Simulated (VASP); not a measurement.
Set up this calculation in VASP 6.6.1, as the native input.

```yaml
Task: single point
Functional: PBE
Potentials_or_basis: VASP PAW PBE potentials, release 64 (Si, Sb)
Cutoff: 520 eV
k_mesh: 4 × 4 × 4
Occupations: gaussian, width 0.1 eV
Spin: no spin polarisation
Dipole_correction: no
Further_INCAR_settings: ALGO = Normal; EDIFF = 1e-06; NBANDS = 22
```

The structure of Si2Sb lies in POSCAR:

```
Si2Sb
1.0
    4.4502610068     -4.1904049795      0.0000000000
    4.4502610068      4.1904049795      0.0000000000
    0.0000000000      0.0000000000      4.9552331576
Si Sb
4 2
Direct
    0.8549633243      0.1450366757      0.2500000000
    0.1450366757      0.8549633243      0.2500000000
    0.8549633243      0.1450366757      0.7500000000
    0.1450366757      0.8549633243      0.7500000000
    0.0000000000      0.5000000000      0.0000000000
    0.5000000000      0.0000000000      0.5000000000
```

The input as run:

INCAR

```
SYSTEM = Si2Sb
PREC = Accurate
ENCUT = 520
EDIFF = 1E-6
ISMEAR = 0
SIGMA = 0.1
LREAL = .FALSE.
LASPH = .TRUE.
NELM = 100
ALGO = Normal
ISIF = 2
LWAVE = .FALSE.
LCHARG = .FALSE.
GGA = PE
NBANDS = 22
```

KPOINTS

```
Automatic mesh
0
G
  4 4 4
  0 0 0
```

Potentials or basis: VASP PAW PBE potentials, release 64 (Si, Sb).

Run with:

```console
$ cat potpaw_PBE.64/Si/POTCAR potpaw_PBE.64/Sb/POTCAR > POTCAR
$ mpirun -np 1 vasp_std > vasp.out
```

Results of the run:

| Property | Result |
| --- | --- |
| Pressure | -0.1 GPa |
| Largest force | 0.017 eV/Å |
| Band gap on the k mesh | zero (band 13 reaches 4.68 eV, above the bottom of band 14 at 2.94 eV) |

Caveat: spin-orbit coupling is left out, which moves the levels of the heavy elements.

Wall time 88 s on 1 thread of Oxide Virtual Turin-like Processor, with other jobs on the host, peak memory 0.28 GiB.
